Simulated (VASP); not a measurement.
Wanted: the native input for a VASP 6.6.1 run.

| Quantity | Value |
| --- | --- |
| Task | single point |
| Functional | PBE |
| Potentials or basis | VASP PAW PBE potentials, release 64 (Pb_d, W_sv) |
| Cutoff | 520 eV |
| k mesh | 3 × 3 × 4 |
| Occupations | gaussian, width 0.1 eV |
| Spin | no spin polarisation |
| Dipole correction | no |
| Further INCAR settings | ALGO = Fast; EDIFF = 1e-07; NBANDS = 66 |

The structure of Pb3W lies in POSCAR:

```
Pb3W
1.0
    6.7210343399      0.0000000000      0.0000000000
   -3.3605171700      5.8205864780      0.0000000000
    0.0000000000      0.0000000000      5.2722807263
Pb W
6 2
Direct
    0.8240396863      0.6480793725      0.2500000000
    0.1759603137      0.8240396863      0.7500000000
    0.3519206275      0.1759603137      0.2500000000
    0.1759603137      0.3519206275      0.7500000000
    0.8240396863      0.1759603137      0.2500000000
    0.6480793725      0.8240396863      0.7500000000
    0.3333333333      0.6666666667      0.2500000000
    0.6666666667      0.3333333333      0.7500000000
```

These files were run (other wordings do the same):

INCAR

```
PREC = Accurate
ENCUT = 520
EDIFF = 1E-7
ISMEAR = 0
SIGMA = 0.1
LREAL = False
LASPH = True
NELM = 80
ALGO = Fast
ISIF = 2
LWAVE = False
LCHARG = True
GGA = PE
LELF = True
LVHAR = True
NBANDS = 66
```

KPOINTS

```
regular mesh
0
Gamma
  3 3 4
```

Potentials or basis: VASP PAW PBE potentials, release 64 (Pb_d, W_sv).

Launch:

```console
$ cat potpaw_PBE.64/Pb_d/POTCAR potpaw_PBE.64/W_sv/POTCAR > POTCAR
$ mpirun -np 1 vasp_std > vasp.out
```

It gave:

- Pressure: 0.1 GPa
- Band gap on the k mesh: zero (bands 56 and 57 overlap by 0.36 eV)

Caveat: spin-orbit coupling is left out, which moves the levels of the heavy elements.

Wall time 2.6 min on 1 thread of Intel(R) Xeon(R) 6975P-C (Granite Rapids), on a shared host, peak memory 0.35 GiB.
